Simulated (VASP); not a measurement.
Write the native input for VASP 6.6.1 that does the following.

- Task: single point
- Functional: PBE
- Potentials or basis: VASP PAW PBE potentials, release 64 (Br, Se)
- Cutoff: 520 eV
- k mesh: 10 × 10 × 10
- Occupations: fermi-dirac, width 0.05 eV
- Spin: no spin polarisation
- Dipole correction: no
- Further INCAR settings: ALGO = Normal; EDIFF = 1e-06; NBANDS = 20

The structure of Se3Br lies in POSCAR:

```
Se3Br
1.0
   -1.9385307217      1.9385307217      8.6482539985
    1.9385307217     -1.9385307217      8.6482539985
    1.9385307217      1.9385307217     -8.6482539985
Br Se
1 3
Direct
    0.0000000000      0.0000000000      0.0000000000
    0.5000000000      0.5000000000      0.0000000000
    0.7500000000      0.2500000000      0.5000000000
    0.2500000000      0.7500000000      0.5000000000
```

The input as run:

INCAR

```
SYSTEM = Se3Br
ALGO     = Normal         ! electronic algorithm
EDIFF    = 1E-6           ! SCF threshold, eV
ENCUT    = 520            ! plane-wave cutoff, eV
GGA      = PE             ! functional
ISIF     = 2              ! what is computed and relaxed
ISMEAR   = -1             ! smearing method
LASPH    = .TRUE.         ! aspherical terms in the spheres
LCHARG   = .TRUE.         ! write CHGCAR
LELF     = .TRUE.         ! ELF
LREAL    = .FALSE.        ! projectors in reciprocal space
LVHAR    = .TRUE.       
LWAVE    = .FALSE.        ! write WAVECAR
NBANDS   = 20             ! bands
NELM     = 100            ! most SCF steps
PREC     = Accurate       ! precision mode
SIGMA    = 0.05           ! smearing width, eV
```

KPOINTS

```
k-points
0
G
  10 10 10
  0 0 0
```

Potentials or basis: VASP PAW PBE potentials, release 64 (Br, Se).

Run with:

```console
$ cat potpaw_PBE.64/Br/POTCAR potpaw_PBE.64/Se/POTCAR > POTCAR
$ mpirun -np 1 vasp_std > vasp.out
```

Results of the run:

* Pressure: -2.0 GPa
* Band gap on the k mesh: zero (an odd number of electrons rules out a gap without spin polarisation)

Caveat: an odd number of electrons without spin polarisation forces a metal; a magnetic or distorted state may lie lower.

Wall time 8.6 min on 1 thread of Intel(R) Xeon(R) 6975P-C (Granite Rapids) (shared host), peak memory 0.8 GiB.
